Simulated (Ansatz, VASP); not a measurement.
## Two plane-wave programs on AgRh

```
CELL_PARAMETERS angstrom
2.70145 0.00000 0.00000
-1.35073 2.33953 0.00000
0.00000 0.00000 4.67679
ATOMIC_POSITIONS crystal
Ag 0.00000 0.00000 0.50000
Rh 0.66667 0.33333 0.00000
```

Change from the starting cell: volume scaled by 0.92, PAW files.

Alike in both runs: task single point; functional PBE; k mesh 14 × 14 × 7; occupations fermi-dirac, width 0.05 eV; collinear spin.

|  | VASP | Ansatz |
| --- | --- | --- |
| version | VASP 6.6.1 | Ansatz 0.2.0 |
| potentials or method | VASP PAW PBE potentials, release 64 (Ag, Rh_pv) | PAW with Ansatz's default frozen-core files, scalar-relativistic |
| plane-wave cutoff (eV) | 520 | 420 |
| valence electrons in the cell | 26 | 36 |

|  | VASP | Ansatz | Ansatz less VASP |
| --- | --- | --- | --- |
| pressure (GPa) | 13.0 | 13.2 | +0.18 |
| traceless stress, the component that is largest in VASP (GPa) | -2.32 | -2.36 | -0.041 |
| net moment per atom (μB) | 0.19 | 0.19 | 0.000 |
| size of the moment on the site where the two differ most (μB) | 0.37 | 0.36 | -0.009 |

Site moments also hang on the region over which each program counts them. The functional is the same, so the differences come from potentials, cutoffs and numerics. VASP's potentials hold 26 valence electrons a cell and Ansatz's 36, so a difference there can come from the potentials and not from the codes.
